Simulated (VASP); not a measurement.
# AlP (l.bA) (F-43m) in VASP: single point with LDA

Aim: the single point of AlP (l.bA) with LDA.

All numbers are computed with VASP 6.6.1; they aren't measurements. Logs are shortened: lines on timing, memory, paths and dates and some standing lists are left out, and cuts for length are marked.

## Step 1: The cell of the first run

Symmetry: F-43m, No. 216, cubic system. Conventional cell: a = 5.434 Å, b = 5.434 Å, c = 5.434 Å, α = 90.00°, β = 90.00°, γ = 90.00°. Within 3.1 Å of Al (site symmetry -43m) lie 4 P at 2.35 Å. P (site symmetry -43m) has 4 Al at 2.35 Å within 3.1 Å.

## Step 2: Single point, LDA

The input, INCAR:

```
PREC = Accurate
ENCUT = 500
EDIFF = 1E-6
ISMEAR = 0
SIGMA = 0.02
LREAL = F
LASPH = T
NELM = 120
ALGO = Normal
ISIF = 2
LWAVE = F
LCHARG = F
GGA = CA
NBANDS = 11
GGA_COMPAT = F
```

The input, KPOINTS:

```
regular mesh
0
Gamma
  10 10 10
```

The input, POSCAR:

```
AlP
1.0
    0.0000000000      2.7168541779      2.7168541779
    2.7168541779      0.0000000000      2.7168541779
    2.7168541779      2.7168541779      0.0000000000
Al P
1 1
Direct
    0.0000000000      0.0000000000      0.0000000000
    0.2500000000      0.2500000000      0.2500000000
```

Potentials or basis: VASP PAW LDA potentials, release 64 (Al, P).

Command:

```sh
$ cat potpaw_LDA.64/Al/POTCAR potpaw_LDA.64/P/POTCAR > POTCAR
$ mpirun -np 1 vasp_std > vasp.out
```

OUTCAR:

```text
PREC = Accurate
   ENCUT = 500
   EDIFF = 1E-6
   ISMEAR = 0
   LREAL = F
   LASPH = T
   NELM = 120
   ISIF = 2
   GGA = CA

 ion  position               nearest neighbor table
   1  0.000  0.000  0.000-   2 2.35   2 2.35   2 2.35   2 2.35
   2  0.250  0.250  0.250-   1 2.35   1 2.35   1 2.35   1 2.35

  LATTYP: Found a face centered cubic cell.
 ALAT       =     5.4337083558

  Lattice vectors:

 A1 = (   0.0000000000,   2.7168541779,   2.7168541779)
 A2 = (   2.7168541779,   0.0000000000,   2.7168541779)
 A3 = (   2.7168541779,   2.7168541779,   0.0000000000)

Analysis of symmetry for initial positions (statically):
=====================================================================
 Subroutine PRICEL returns:
 Original cell was already a primitive cell.

 Routine SETGRP: Setting up the symmetry group for a
 face centered cubic supercell.

 Subroutine GETGRP returns: Found 24 space group operations
 (whereof 24 operations were pure point group operations)
 out of a pool of 48 trial point group operations.

The static configuration has the point symmetry T_d .

Analysis of symmetry for dynamics (positions and initial velocities):
=====================================================================
 Subroutine PRICEL returns:
 Original cell was already a primitive cell.

 Routine SETGRP: Setting up the symmetry group for a
 face centered cubic supercell.

 Subroutine GETGRP returns: Found 24 space group operations
 (whereof 24 operations were pure point group operations)
 out of a pool of 48 trial point group operations.

The dynamic configuration has the point symmetry T_d .

 Subroutine INISYM returns: Found 24 space group operations
 (whereof 24 operations are pure point group operations),
 and found     1 'primitive' translations

----------------------------------------------------------------------------------------

                                     Primitive cell

  volume of cell :      40.1078

  direct lattice vectors                    reciprocal lattice vectors
     0.000000000  2.716854178  2.716854178    -0.184036377  0.184036377  0.184036377
     2.716854178  0.000000000  2.716854178     0.184036377 -0.184036377  0.184036377
     2.716854178  2.716854178  0.000000000     0.184036377  0.184036377 -0.184036377

  length of vectors
     3.842212025  3.842212025  3.842212025     0.318760356  0.318760356  0.318760356

  position of ions in fractional coordinates (direct lattice)
     0.000000000  0.000000000  0.000000000
     0.250000000  0.250000000  0.250000000

  ion indices of the primitive-cell ions
   primitive index   ion index
                 1           1
                 2           2

----------------------------------------------------------------------------------------

 KPOINTS: regular mesh

Automatic generation of k-mesh.
 Grid dimensions read from file:
 generate k-points for:   10   10   10

 Generating k-lattice:

  Cartesian coordinates                     Fractional coordinates (reciprocal lattice)
    -0.018403638  0.018403638  0.018403638     0.100000000  0.000000000  0.000000000
     0.018403638 -0.018403638  0.018403638     0.000000000  0.100000000  0.000000000
     0.018403638  0.018403638 -0.018403638     0.000000000  0.000000000  0.100000000

  Length of vectors
     0.031876036  0.031876036  0.031876036

  Shift w.r.t. Gamma in fractional coordinates (k-lattice)
     0.000000000  0.000000000  0.000000000

 Subroutine IBZKPT returns following result:
 ===========================================

 Found     47 irreducible k-points:

 Following reciprocal coordinates:
            Coordinates               Weight
  0.000000  0.000000  0.000000      1.000000
  0.100000  0.000000  0.000000      8.000000
  0.200000  0.000000  0.000000      8.000000
  0.300000  0.000000  0.000000      8.000000
  0.400000  0.000000  0.000000      8.000000
  0.500000  0.000000  0.000000      4.000000
[... 16 lines left out ...]
  0.300000  0.300000  0.000000      6.000000
  0.400000  0.300000  0.000000     24.000000
 [... further k-points ...]
   k-points           NKPTS =     47   k-points in BZ     NKDIM =     47   number of bands    NBANDS=     11
   number of dos      NEDOS =    301   number of ions     NIONS =      2
   total plane-waves  NPLWV =  21952
   dimension x,y,z NGX =    28 NGY =   28 NGZ =   28
   dimension x,y,z NGXF=    56 NGYF=   56 NGZF=   56
   ions per type =               1   1
   NGX,Y,Z   is equivalent  to a cutoff of  12.12, 12.12, 12.12 a.u.
   NGXF,Y,Z  is equivalent  to a cutoff of  24.23, 24.23, 24.23 a.u.
 SYSTEM =  unknown system
   PREC   = accura    normal or accurate (medium, high low for compatibility)
   ISTART =      0    job   : 0-new  1-cont  2-samecut
   ICHARG =      2    charge: 1-file 2-atom 10-const
   ISPIN  =      1    spin polarized calculation?
   LNONCOLLINEAR =      F non collinear calculations
   LSORBIT =      F    spin-orbit coupling
   LASPH  =      T    aspherical Exc in radial PAW
   ENCUT  =  500.0 eV  36.75 Ry    6.06 a.u.   7.01  7.01  7.01*2*pi/ulx,y,z
   NELM   =    120;   NELMIN=  2; NELMDL= -5     # of ELM steps
   EDIFF  = 0.1E-05   stopping-criterion for ELM
   LREAL  =      F    real-space projection
   EDIFFG = 0.1E-04   stopping-criterion for IOM
   NSW    =      0    number of steps for IOM
   IBRION =     -1    ionic relax: 0-MD 1-quasi-New 2-CG
   NFREE  =      0    steps in history (QN), initial steepest desc. (CG)
   ISIF   =      2    stress and relaxation
   ISYM   =      2    0-nonsym 1-usesym 2-fastsym
   POTIM  = 0.5000    time-step for ionic-motion
   TEBEG  =    0.0;   TEEND  =   0.0 temperature during run
   PSTRESS=    0.0 pullay stress
   NELECT =       8.0000    total number of electrons
   NUPDOWN=      -1.0000    fix difference up-down
   EMIN   =  10.00;   EMAX   =-10.00  energy-range for DOS
   EFERMI =   0.00;   METHOD = LEGACY
   ISMEAR =     0;   SIGMA  =   0.02  broadening in eV -4-tet -1-fermi 0-gaus
   EFERMI_NEDOS =   21; number of points for ismear=-14 and -15
   IALGO  =     38    algorithm
   IMIX   =      4    mixing-type and parameters
     AMIX     =   0.40;   BMIX     =  1.00
     AMIX_MAG =   1.60;   BMIX_MAG =  1.00
  volume/ion in A,a.u.               =      20.05       135.33
  Fermi-wavevector in a.u.,A,eV,Ry     =   0.956522  1.807565 12.448449  0.914935
  Thomas-Fermi vector in A             =   2.085458
   LORBIT       =      0    0 simple, 1 ext, 2 COOP (PROOUT), +10 PAW based schemes
   GGA     = CA    functional components
   LHFCALC =     F    Hartree Fock is set to
   AEXX    =    0.0000 exact exchange contribution
   IVDW    =     0    specifies the selected vdW correction
   LEPSILON=     F    determine dielectric tensor
   LRPA    =     F    only Hartree local field effects (RPA)
 non-spin polarized calculation
 Gauss-broadening in eV      SIGMA  =   0.02
  energy-cutoff  :      500.00
  volume of cell :       40.11
 maximum number of plane-waves:      1034
   NGX = 13   NGY = 13   NGZ = 13

 number of electron       8.0000000 magnetization

 Free energy of the ion-electron system (eV)
  ---------------------------------------------------
  ext. energy  EPLUGINS =         0.00000000
  ---------------------------------------------------
  free energy    TOTEN  =       -11.41324446 eV

  energy without entropy =      -11.41324446  energy(sigma->0) =      -11.41324446

 E-fermi :   4.6630     XC(G=0):  -9.5042

 val. band max:        4.5836400791   @ k =   0.0000   0.0000   0.0000
 cond. band min:       5.9980164193   @ k =   0.5000   0.5000   0.0000
 fundamental gap:      1.4143763402
 Fermi energy:         4.6630140336

 k-point     1 :       0.0000    0.0000    0.0000
  band No.  band energies     occupation
      1      -7.0051      2.00000
      2       4.5836      2.00000
      3       4.5836      2.00000
      4       4.5836      2.00000
      5       7.8263      0.00000
      6       9.0766      0.00000
      7       9.0766      0.00000
      8       9.0766      0.00000
      9      13.4132      0.00000
     10      13.4132      0.00000
     11      14.6703      0.00000

 k-point     2 :       0.1000    0.0000    0.0000
  band No.  band energies     occupation
      1      -6.8918      2.00000
      2       3.7055      2.00000
      3       4.4821      2.00000
      4       4.4821      2.00000
      5       8.2206      0.00000
      6       9.2731      0.00000
      7       9.2731      0.00000
      8       9.3516      0.00000
      9      13.0291      0.00000
     10      13.0291      0.00000
     11      15.1653      0.00000

 k-point     3 :       0.2000    0.0000    0.0000
  band No.  band energies     occupation
      1      -6.5638      2.00000
      2       2.1359      2.00000
      3       4.2532      2.00000
      4       4.2532      2.00000
      5       8.0178      0.00000
      6       9.6123      0.00000
      7       9.6123      0.00000
      8      10.7006      0.00000
      9      12.7031      0.00000
     10      12.7031      0.00000
     11      15.0651      0.00000

 k-point     4 :       0.3000    0.0000    0.0000
  band No.  band energies     occupation
      1      -6.0678      2.00000
      2       0.6101      2.00000
      3       4.0214      2.00000
      4       4.0214      2.00000
      5       7.6488      0.00000
      6       9.6217      0.00000
      7       9.6217      0.00000
      8      12.1105      0.00000
      9      13.2820      0.00000
     10      13.2820      0.00000
     11      14.6711      0.00000
[... 239 lines left out ...]
 k-point    22 :      -0.2000    0.2000    0.0000
  band No.  band energies     occupation
      1      -5.8973      2.00000
      2       0.8779      2.00000
      3       2.3894      2.00000
      4       4.0829      2.00000
      5       8.7478      0.00000
      6       9.9000      0.00000
      7      10.1487      0.00000
      8      10.7516      0.00000
      9      11.7526      0.00000
     10      15.6367      0.00000
     11      17.1479      0.00000

 k-point    23 :       0.3000    0.3000    0.0000
  band No.  band energies     occupation
      1      -5.7391      2.00000
      2       0.9538      2.00000
      3       2.9765      2.00000
      4       2.9765      2.00000
      5       6.9091      0.00000
      6       7.9745      0.00000
      7      12.4414      0.00000
      8      12.4414      0.00000
      9      13.4988      0.00000
     10      15.1236      0.00000
     11      18.9962      0.00000

 k-point    24 :       0.4000    0.3000    0.0000
  band No.  band energies     occupation
      1      -5.3114      2.00000
      2       0.2238      2.00000
      3       2.4626      2.00000
      4       2.8008      2.00000
      5       6.8338      0.00000
      6       7.9159      0.00000
      7      12.5237      0.00000
      8      12.7926      0.00000
      9      15.1365      0.00000
     10      16.1116      0.00000
     11      18.1298      0.00000

 [... further k-points ...]
[... 5 lines left out ...]
  --------------------------------------------------------------------------------------
  -------------------------------------------------------------------------------------
  Total        0.0144869      0.0144869      0.0144869      0.0000000      0.0000000      0.0000000
  in kB        0.5787066      0.5787066      0.5787066      0.0000000      0.0000000      0.0000000
  external PRESSURE =       0.5787066 kB  Pullay stress =       0.0000000 kB

 VOLUME and BASIS-vectors are now :
 -----------------------------------------------------------------------------
  energy-cutoff  :      500.00
  volume of cell :       40.11
      direct lattice vectors                 reciprocal lattice vectors
     0.000000000  2.716854178  2.716854178    -0.184036377  0.184036377  0.184036377
     2.716854178  0.000000000  2.716854178     0.184036377 -0.184036377  0.184036377
     2.716854178  2.716854178  0.000000000     0.184036377  0.184036377 -0.184036377

 POSITION                                       TOTAL-FORCE (eV/Angst)
 -----------------------------------------------------------------------------------
      0.00000      0.00000      0.00000        -0.000000     -0.000000     -0.000000
      1.35843      1.35843      1.35843         0.000000      0.000000      0.000000
 -----------------------------------------------------------------------------------
    total drift:                               -0.000000     -0.000000     -0.000000

  FREE ENERGIE OF THE ION-ELECTRON SYSTEM (eV)
  ---------------------------------------------------
  free  energy   TOTEN  =       -11.4132444613 eV

  energy  without entropy=      -11.4132444613  energy(sigma->0) =      -11.41324446
```

Run time: 27 s. Hardware: 1 thread of Intel Xeon 8259CL, shared host; peak memory 0.14 GiB.

What came out:

| Quantity | Value |
| --- | --- |
| Free energy | -11.4132 eV |
| Pressure | 0.1 GPa |
| Band gap on the k mesh | 1.41 eV, indirect (least direct gap 3.24 eV) |
